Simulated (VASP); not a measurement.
# In3GaSb2N2 (P6/mmm) in VASP: notebook

In3GaSb2N2 is run at these levels: PBE; tasks: single point, relaxation of cell and atoms.

Program: VASP 6.6.1. These are calculated values, not measurements. Logs are shortened: lines on timing, memory, paths and dates and some standing lists are left out, and cuts for length are marked.

**1. The cell of the first run**

It takes space group P6/mmm (No. 191, hexagonal). Conventional cell: a = 9.831 Å, b = 9.831 Å, c = 4.086 Å, α = 90.00°, β = 90.00°, γ = 120.00°. In (site symmetry mmm) has 2 Sb at 2.84 Å and 4 N at 3.50 Å within 3.7 Å. Ga (site symmetry 6/mmm) has 2 Ga at 4.09 Å and 12 In at 5.32 Å within 5.4 Å. Within 2.7 Å of Sb (site symmetry -6m2) lie 2 N at 2.04 Å. Within 2.7 Å of N (site symmetry -6m2) lie 2 Sb at 2.04 Å.

The cell was built from a structure type or drawn by symmetry, and may not be a known phase.

**2. Single point, PBE**

INCAR reads:

```
  ALGO = Normal
  EDIFF = 1E-7
  ENCUT = 520
  GGA = PE
  ISIF = 2
  ISMEAR = 0
  LASPH = T
  LCHARG = F
  LREAL = F
  LWAVE = F
  NBANDS = 46
  NELM = 80
  PREC = Accurate
  SIGMA = 0.15
```

KPOINTS reads:

```
k-points
0
Gamma
  2 2 3
```

POSCAR reads:

```
In3GaSb2N2
1.0
    9.8310240122      0.0000000000      0.0000000000
   -4.9155120061      8.5139165398      0.0000000000
    0.0000000000      0.0000000000      4.0859841658
In Ga Sb N
3 1 2 2
Direct
    0.5000000000      0.0000000000      0.5000000000
    0.0000000000      0.5000000000      0.5000000000
    0.5000000000      0.5000000000      0.5000000000
    0.0000000000      0.0000000000      0.0000000000
    0.3333333333      0.6666666667      0.5000000000
    0.6666666667      0.3333333333      0.5000000000
    0.3333333333      0.6666666667      0.0000000000
    0.6666666667      0.3333333333      0.0000000000
```

Potentials or basis: VASP PAW PBE potentials, release 64 (In_d, Ga_d, Sb, N).

Command:

```
$ cat potpaw_PBE.64/In_d/POTCAR potpaw_PBE.64/Ga_d/POTCAR potpaw_PBE.64/Sb/POTCAR potpaw_PBE.64/N/POTCAR > POTCAR
$ mpirun -np 1 vasp_std > vasp.out
```

OUTCAR:

```text
EDIFF = 1E-7
   ENCUT = 520
   GGA = PE
   ISIF = 2
   ISMEAR = 0
   LASPH = T
   LREAL = F
   NELM = 80
   PREC = Accurate

 ion  position               nearest neighbor table
   1  0.500  0.000  0.500-   5 2.84   6 2.84
   2  0.000  0.500  0.500-   5 2.84   6 2.84
   3  0.500  0.500  0.500-   5 2.84   6 2.84
   4  0.000  0.000  0.000-
   5  0.333  0.667  0.500-   7 2.04   7 2.04   2 2.84   1 2.84   3 2.84
   6  0.667  0.333  0.500-   8 2.04   8 2.04   2 2.84   1 2.84   3 2.84
   7  0.333  0.667  0.000-   5 2.04   5 2.04
   8  0.667  0.333  0.000-   6 2.04   6 2.04

  LATTYP: Found a hexagonal cell.
 ALAT       =     9.8310240122
 C/A-ratio  =     0.4156214206

  Lattice vectors:

 A1 = (   9.8310240122,   0.0000000000,   0.0000000000)
 A2 = (  -4.9155120061,   8.5139165398,   0.0000000000)
 A3 = (   0.0000000000,   0.0000000000,   4.0859841658)

Analysis of symmetry for initial positions (statically):
=====================================================================
 Subroutine PRICEL returns:
 Original cell was already a primitive cell.

 Routine SETGRP: Setting up the symmetry group for a
 hexagonal supercell.

 Subroutine GETGRP returns: Found 24 space group operations
 (whereof 24 operations were pure point group operations)
 out of a pool of 24 trial point group operations.

The static configuration has the point symmetry D_6h.

Analysis of symmetry for dynamics (positions and initial velocities):
=====================================================================
 Subroutine PRICEL returns:
 Original cell was already a primitive cell.

 Routine SETGRP: Setting up the symmetry group for a
 hexagonal supercell.

 Subroutine GETGRP returns: Found 24 space group operations
 (whereof 24 operations were pure point group operations)
 out of a pool of 24 trial point group operations.

The dynamic configuration has the point symmetry D_6h.

 Subroutine INISYM returns: Found 24 space group operations
 (whereof 24 operations are pure point group operations),
 and found     1 'primitive' translations

----------------------------------------------------------------------------------------

                                     Primitive cell

  volume of cell :     341.9990

  direct lattice vectors                    reciprocal lattice vectors
     9.831024012  0.000000000  0.000000000     0.101718804  0.058727379  0.000000000
    -4.915512006  8.513916540  0.000000000     0.000000000  0.117454757  0.000000000
     0.000000000  0.000000000  4.085984166     0.000000000  0.000000000  0.244739079

  length of vectors
     9.831024012  9.831024012  4.085984166     0.117454757  0.117454757  0.244739079

  position of ions in fractional coordinates (direct lattice)
     0.500000000  0.000000000  0.500000000
     1.000000000  0.500000000  0.500000000
     0.500000000  0.500000000  0.500000000
     0.000000000  0.000000000  0.000000000
     0.333333333  0.666666667  0.500000000
     0.666666667  0.333333333  0.500000000
     0.333333333  0.666666667  0.000000000
     0.666666667  0.333333333  0.000000000

  ion indices of the primitive-cell ions
   primitive index   ion index
                 1           1
                 2           2
                 3           3
                 4           4
                 5           5
                 6           6
                 7           7
                 8           8

----------------------------------------------------------------------------------------

 KPOINTS: k-points

Automatic generation of k-mesh.
 Grid dimensions read from file:
 generate k-points for:    2    2    3

 Generating k-lattice:

  Cartesian coordinates                     Fractional coordinates (reciprocal lattice)
     0.050859402  0.029363689  0.000000000     0.500000000 -0.000000000  0.000000000
     0.000000000  0.058727379  0.000000000     0.000000000  0.500000000  0.000000000
     0.000000000  0.000000000  0.081579693     0.000000000  0.000000000  0.333333333

  Length of vectors
     0.058727379  0.058727379  0.081579693

  Shift w.r.t. Gamma in fractional coordinates (k-lattice)
     0.000000000  0.000000000  0.000000000

 Subroutine IBZKPT returns following result:
 ===========================================

 Found      4 irreducible k-points:

 Following reciprocal coordinates:
            Coordinates               Weight
  0.000000  0.000000  0.000000      1.000000
  0.500000 -0.000000  0.000000      3.000000
  0.000000  0.000000  0.333333      2.000000
  0.500000 -0.000000  0.333333      6.000000
   k-points           NKPTS =      4   k-points in BZ     NKDIM =      4   number of bands    NBANDS=     46
   number of dos      NEDOS =    301   number of ions     NIONS =      8
   total plane-waves  NPLWV = 192000
   dimension x,y,z NGX =    80 NGY =   80 NGZ =   30
   dimension x,y,z NGXF=   160 NGYF=  160 NGZF=   60
   ions per type =               3   1   2   2
   NGX,Y,Z   is equivalent  to a cutoff of  13.53, 13.53, 12.21 a.u.
   NGXF,Y,Z  is equivalent  to a cutoff of  27.06, 27.06, 24.41 a.u.
 SYSTEM =  unknown system
   PREC   = accura    normal or accurate (medium, high low for compatibility)
   ISTART =      0    job   : 0-new  1-cont  2-samecut
   ICHARG =      2    charge: 1-file 2-atom 10-const
   ISPIN  =      1    spin polarized calculation?
   LNONCOLLINEAR =      F non collinear calculations
   LSORBIT =      F    spin-orbit coupling
   LASPH  =      T    aspherical Exc in radial PAW
   ENCUT  =  520.0 eV  38.22 Ry    6.18 a.u.  18.28 18.28  7.60*2*pi/ulx,y,z
   NELM   =     80;   NELMIN=  2; NELMDL= -5     # of ELM steps
   EDIFF  = 0.1E-06   stopping-criterion for ELM
   LREAL  =      F    real-space projection
   EDIFFG = 0.1E-05   stopping-criterion for IOM
   NSW    =      0    number of steps for IOM
   IBRION =     -1    ionic relax: 0-MD 1-quasi-New 2-CG
   NFREE  =      0    steps in history (QN), initial steepest desc. (CG)
   ISIF   =      2    stress and relaxation
   ISYM   =      2    0-nonsym 1-usesym 2-fastsym
   POTIM  = 0.5000    time-step for ionic-motion
   TEBEG  =    0.0;   TEEND  =   0.0 temperature during run
   PSTRESS=    0.0 pullay stress
   NELECT =      72.0000    total number of electrons
   NUPDOWN=      -1.0000    fix difference up-down
   EMIN   =  10.00;   EMAX   =-10.00  energy-range for DOS
   EFERMI =   0.00;   METHOD = LEGACY
   ISMEAR =     0;   SIGMA  =   0.15  broadening in eV -4-tet -1-fermi 0-gaus
   EFERMI_NEDOS =   21; number of points for ismear=-14 and -15
   IALGO  =     38    algorithm
   IMIX   =      4    mixing-type and parameters
     AMIX     =   0.40;   BMIX     =  1.00
     AMIX_MAG =   1.60;   BMIX_MAG =  1.00
  volume/ion in A,a.u.               =      42.75       288.49
  Fermi-wavevector in a.u.,A,eV,Ry     =   0.973892  1.840389 12.904654  0.948465
  Thomas-Fermi vector in A             =   2.104308
   LORBIT       =      0    0 simple, 1 ext, 2 COOP (PROOUT), +10 PAW based schemes
   GGA     = PE    functional components
   LHFCALC =     F    Hartree Fock is set to
   AEXX    =    0.0000 exact exchange contribution
   IVDW    =     0    specifies the selected vdW correction
   LEPSILON=     F    determine dielectric tensor
   LRPA    =     F    only Hartree local field effects (RPA)
 non-spin polarized calculation
 Gauss-broadening in eV      SIGMA  =   0.15
  energy-cutoff  :      520.00
  volume of cell :      342.00
 maximum number of plane-waves:      9246
 NGX is ok and might be reduce to    80
   NGX = 37   NGY = 37   NGZ = 15

 number of electron      72.0000000 magnetization

 Free energy of the ion-electron system (eV)
  ---------------------------------------------------
  ext. energy  EPLUGINS =         0.00000000
  ---------------------------------------------------
  free energy    TOTEN  =       -25.48486522 eV

  energy without entropy =      -25.39922244  energy(sigma->0) =      -25.44204383

 E-fermi :   2.0280     XC(G=0):  -6.8807

 val. band max:        2.0174750142   @ k =   0.5000  -0.0000   0.3333
 cond. band min:       2.0505543498   @ k =   0.5000  -0.0000   0.0000
 fundamental gap:      0.0330793356
 Fermi energy:         2.0280029864

 k-point     1 :       0.0000    0.0000    0.0000
  band No.  band energies     occupation
      1     -14.0648      2.00000
      2     -14.0648      2.00000
      3     -14.0047      2.00000
      4     -14.0047      2.00000
      5     -13.9945      2.00000
      6     -13.5640      2.00000
[... 38 lines left out ...]
     45       5.4139      0.00000
     46       5.5957      0.00000

 k-point     2 :       0.5000   -0.0000    0.0000
  band No.  band energies     occupation
      1     -14.0648      2.00000
      2     -14.0648      2.00000
      3     -14.0047      2.00000
      4     -14.0047      2.00000
      5     -13.9945      2.00000
      6     -13.4781      2.00000
[... 38 lines left out ...]
     45       5.5914      0.00000
     46       5.6262      0.00000

 k-point     3 :       0.0000    0.0000    0.3333
  band No.  band energies     occupation
      1     -14.0645      2.00000
      2     -14.0645      2.00000
      3     -14.0077      2.00000
      4     -14.0077      2.00000
      5     -13.9846      2.00000
      6     -13.3650      2.00000
[... 38 lines left out ...]
     45       4.0317      0.00000
     46       4.3367      0.00000

 k-point     4 :       0.5000   -0.0000    0.3333
  band No.  band energies     occupation
      1     -14.0645      2.00000
      2     -14.0645      2.00000
      3     -14.0077      2.00000
      4     -14.0077      2.00000
      5     -13.9846      2.00000
      6     -13.3163      2.00000
[... 38 lines left out ...]
     45       3.7559      0.00000
     46       4.2322      0.00000

------------------------ aborting loop because EDIFF is reached ----------------------------------------

  FORCE on cell =-STRESS in cart. coord.  units (eV):
  Direction    XX          YY          ZZ          XY          YZ          ZX
  --------------------------------------------------------------------------------------
  -------------------------------------------------------------------------------------
  Total        1.5484028      1.5484028      0.5965110      0.0000000     -0.0000000      0.0000000
  in kB        7.2538689      7.2538689      2.7945007      0.0000000     -0.0000000      0.0000000
  external PRESSURE =       5.7674128 kB  Pullay stress =       0.0000000 kB

 VOLUME and BASIS-vectors are now :
 -----------------------------------------------------------------------------
  energy-cutoff  :      520.00
  volume of cell :      342.00
      direct lattice vectors                 reciprocal lattice vectors
     9.831024012  0.000000000  0.000000000     0.101718804  0.058727379  0.000000000
    -4.915512006  8.513916540  0.000000000     0.000000000  0.117454757  0.000000000
     0.000000000  0.000000000  4.085984166     0.000000000  0.000000000  0.244739079

 POSITION                                       TOTAL-FORCE (eV/Angst)
 -----------------------------------------------------------------------------------
      4.91551      0.00000      2.04299         0.000000      0.000000      0.000000
     -2.45776      4.25696      2.04299         0.000000      0.000000      0.000000
      2.45776      4.25696      2.04299         0.000000      0.000000      0.000000
      0.00000      0.00000      0.00000         0.000000      0.000000      0.000000
     -0.00000      5.67594      2.04299         0.000000     -0.000000     -0.000000
      4.91551      2.83797      2.04299        -0.000000      0.000000      0.000000
     -0.00000      5.67594      0.00000         0.000000      0.000000     -0.000000
      4.91551      2.83797      0.00000         0.000000      0.000000      0.000000
 -----------------------------------------------------------------------------------
    total drift:                               -0.000000      0.000000     -0.000000

  FREE ENERGIE OF THE ION-ELECTRON SYSTEM (eV)
  ---------------------------------------------------
  free  energy   TOTEN  =       -25.4848652167 eV

  energy  without entropy=      -25.3992224380  energy(sigma->0) =      -25.44204383
```

Run time: 3.2 min. Hardware: 1 thread of Intel Xeon Platinum 8488C (Sapphire Rapids), shared host; peak memory 0.49 GiB.

Results:

| Property | Result |
| --- | --- |
| Free energy | -25.4849 eV |
| Pressure | 0.6 GPa |
| Band gap on the k mesh | zero (bands 36 and 37 overlap by 0.05 eV) |

Caveat: the k points lie up to 0.51 Å⁻¹ apart; semilocal functionals underestimate gaps, so a narrow gap can read as zero; spin-orbit coupling is left out, which moves the levels of the heavy elements.

**3. Relaxation of cell and atoms, PBE**

This run uses another cell than the first one, of 24.44 Å³/atom.

INCAR reads:

```
SYSTEM = In3GaSb2N2
PREC = Accurate
ENCUT = 600
EDIFF = 1E-6
ISMEAR = 0
SIGMA = 0.15
LREAL = .FALSE.
LASPH = .TRUE.
NELM = 80
ALGO = Normal
ISIF = 3
LWAVE = .FALSE.
LCHARG = .FALSE.
GGA = PE
IBRION = 2
NSW = 36
EDIFFG = -0.08
```

KPOINTS reads:

```
regular mesh
0
G
  3 3 1
  0 0 0
```

POSCAR reads:

```
In3GaSb2N2
1.0
    4.6032286400      0.0000000000      0.0000000000
   -2.3016143200      3.9865129400      0.0000000000
    0.0000000000      0.0000000000     10.6564308200
In Ga Sb N
3 1 2 2
Direct
    0.3333333300      0.6666666700      0.0000000000
    0.6666666700      0.3333333300      0.0000000000
    0.0000000000      0.0000000000      0.0000000000
    0.0000000000      0.0000000000      0.5000000000
    0.0000000000      0.0000000000      0.2403888600
    0.0000000000      0.0000000000      0.7596111400
    0.3333333300      0.6666666700      0.5000000000
    0.6666666700      0.3333333300      0.5000000000
```

Potentials or basis: VASP PAW PBE potentials, release 64 (In_d, Ga_d, Sb, N).

Command:

```
$ cat potpaw_PBE.64/In_d/POTCAR potpaw_PBE.64/Ga_d/POTCAR potpaw_PBE.64/Sb/POTCAR potpaw_PBE.64/N/POTCAR > POTCAR
$ mpirun -np 1 vasp_std > vasp.out
```

Run time: 9.9 min. Hardware: 1 thread of Intel Xeon Platinum 8488C (Sapphire Rapids), shared host; peak memory 0.42 GiB.

Results (log left out):

- Free energy: -21.5912 eV
- Relaxed volume: 30.19 Å³/atom
- Relaxed cell: a = 5.040 Å, b = 5.040 Å, c = 10.978 Å, α = 90.00°, β = 90.00°, γ = 120.00°
- Space group after relaxing (to 0.1 Å): P6/mmm (No. 191)
- Energy gained by relaxing: 212.6 meV/atom
- Ionic steps: 8
- Pressure after relaxing: -0.2 GPa

Forces in eV/Å, atoms in the order of the input:
```
In   0.000  0.000  0.000
In   0.000  0.000  0.000
In   0.000  0.000  0.000
Ga   0.000  0.000  0.000
Sb   0.000  0.000  0.002
Sb   0.000  0.000 -0.002
N    0.000  0.000  0.000
N    0.000  0.000  0.000
```

Stress tensor (GPa, compression positive):
```
-0.26  0.00  0.00
 0.00 -0.26  0.00
 0.00  0.00  0.04
```

Step by step:
```tsv
step	energy change (eV)	largest force (eV/Å)	pressure (GPa)	volume (Å³)
1	0.0000	2.7581	12.02	195.55
2	-1.4916	0.0173	-1.56	252.19
3	-1.5585	0.2856	0.01	238.63
4	-1.5590	0.2596	-0.08	239.55
5	-1.6348	0.3514	-0.05	240.18
6	-1.6776	0.4383	0.02	240.84
7	-1.6958	0.2162	-0.08	241.18
8	-1.7008	0.0022	-0.16	241.51
```

Final structure:
```cif
data_structure
_symmetry_space_group_name_H-M 'P 1'
_symmetry_Int_Tables_number 1
_cell_length_a 5.0402
_cell_length_b 5.0402
_cell_length_c 10.9780
_cell_angle_alpha 90.000
_cell_angle_beta 90.000
_cell_angle_gamma 120.000
_cell_volume 241.51
loop_
_atom_site_label
_atom_site_type_symbol
_atom_site_fract_x
_atom_site_fract_y
_atom_site_fract_z
_atom_site_occupancy
In1 In 0.33333 0.66667 0.00000 1
In2 In 0.66667 0.33333 0.00000 1
In3 In 0.00000 0.00000 0.00000 1
Ga1 Ga 0.00000 0.00000 0.50000 1
Sb1 Sb 0.00000 0.00000 0.25873 1
Sb2 Sb 0.00000 0.00000 0.74127 1
N1 N 0.33333 0.66667 0.50000 1
N2 N 0.66667 0.33333 0.50000 1
```

Levels at points of the mesh, in eV from the Fermi level:
```csv
k point,band 33,band 34,band 35,band 36,band 37,band 38,band 39,band 40
"(0.00, 0.00, 0.00)",-0.64,-0.37,-0.34,-0.34,0.05,0.05,0.26,0.28
```

Caveat: the k points lie up to 0.57 Å⁻¹ apart in the final cell; the volume moved by over 15 % at a fixed basis, so the end points are rough; spin-orbit coupling is left out, which moves the levels of the heavy elements.
